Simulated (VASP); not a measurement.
# Al: single point with PBEsol

Crystal: Al.

```
Al
1.0
    -1.60644    1.60644   -1.60644
    -1.60644   -1.60644    1.60644
    -1.28515    6.42576    6.42576
Al
4
Direct
  0.65000 0.65000 0.87500
  0.45000 0.45000 0.12500
  0.85000 0.85000 0.37500
  0.25000 0.25000 0.62500
```

- Program: VASP 6.6.1
- Task: single point
- Functional: PBEsol
- Potentials or basis: VASP PAW PBE potentials, release 64 (Al)
- Cutoff: 520 eV
- k mesh: 22 × 22 × 7
- Occupations: gaussian, width 0.15 eV
- Spin: no spin polarisation

* Pressure: 4.3 GPa
* Largest force: 2.514 eV/Å
* Band gap on the k mesh: zero (bands 6 and 7 overlap by 6.77 eV)

Forces on the atoms (eV/Å):
```
Al  -0.441 -1.750 -1.750
Al   0.441  1.750  1.750
Al  -0.016 -0.058 -0.058
Al   0.016  0.058  0.058
```

Stress tensor (GPa, compression positive):
```
-0.44  1.58  1.58
 1.58  6.69  5.95
 1.58  5.95  6.69
```

Levels at points of the mesh, in eV from the Fermi level:
```tsv
k point	band 3	band 4	band 5	band 6	band 7	band 8	band 9	band 10
(0.00, 0.00, 0.00)	-9.26	-4.33	-3.79	3.97	4.36	8.46	8.63	8.67
(0.50, 0.00, 0.00)	-4.69	-4.67	-3.64	-2.95	-0.52	-0.02	2.23	2.69
(0.50, 0.50, 0.00)	-2.62	-2.58	-2.19	-2.10	1.47	1.90	2.25	2.42
```

It took 4.4 min on 1 thread of Intel(R) Xeon(R) 6975P-C (Granite Rapids) (shared host), peak memory 0.67 GiB.

Caveat: the cell stands under pressure; the PAW data sets were made with another functional, which shifts forces and pressure a little.
